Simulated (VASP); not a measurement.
A run of VASP 6.6.1 is set up as follows.

INCAR

```
PREC = Accurate
ENCUT = 520
EDIFF = 1E-6
ISMEAR = 0
SIGMA = 0.05
LREAL = False
LASPH = True
NELM = 80
ALGO = Normal
ISIF = 2
LWAVE = False
LCHARG = False
GGA = PE
NBANDS = 15
```

KPOINTS

```
regular mesh
0
Gamma
  10 10 10
```

Contents of POSCAR:

```
KBr
1.0
    0.0000000000      3.3526732791      3.3526732791
    3.3526732791      0.0000000000      3.3526732791
    3.3526732791      3.3526732791      0.0000000000
K Br
1 1
Direct
    0.0000000000      0.0000000000      0.0000000000
    0.5000000000      0.5000000000      0.5000000000
```

Potentials or basis: VASP PAW PBE potentials, release 64 (K_sv, Br).

The run is started by

```sh
$ cat potpaw_PBE.64/K_sv/POTCAR potpaw_PBE.64/Br/POTCAR > POTCAR
$ mpirun -np 1 vasp_std > vasp.out
```

(1) What does it give for the pressure?

(2) What does it give for the band gap on the k mesh?

Results:

(1) 0.0 GPa.

(2) 4.31 eV, direct.
